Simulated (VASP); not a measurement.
A run of VASP 6.6.1 is set up as follows.

File INCAR:

```
ALGO = Normal ; EDIFF = 1E-6
ENCUT = 600 ; GGA = PE
GGA_COMPAT = False ; ISIF = 2
ISMEAR = 0 ; LASPH = True
LCHARG = True ; LELF = True
LREAL = False ; LVHAR = True
LWAVE = False ; NBANDS = 16
NELM = 120 ; PREC = Accurate
SIGMA = 0.01
```

The input KPOINTS:

```
k-points
0
Gamma
  4 4 4
```

The input POSCAR:

```
MgO
1.0
    2.9422714537      0.0000000000      0.0000000000
    0.0000000000      2.9422714537      0.0000000000
    0.0000000000      0.0000000000      4.3207801591
Mg O
2 2
Direct
    0.0000000000      0.0000000000      0.0000000000
    0.5000000000      0.5000000000      0.5000000000
    0.5000000000      0.5000000000      0.0000000000
    0.0000000000      0.0000000000      0.5000000000
```

Potentials or basis: VASP PAW PBE potentials, release 64 (Mg, O).

The run is started by

```bash
$ cat potpaw_PBE.64/Mg/POTCAR potpaw_PBE.64/O/POTCAR > POTCAR
$ mpirun -np 1 vasp_std > vasp.out
```

What does it give for the pressure?

4.0 GPa.

Predict the band gap on the k mesh.

4.66 eV.

Stress tensor (GPa, compression positive):
```
 6.50  0.00  0.00
 0.00  6.50  0.00
 0.00  0.00 -1.14
```

Caveat: the k points lie up to 0.53 Å⁻¹ apart. As with any semilocal functional, this PBE gap is likely too small.
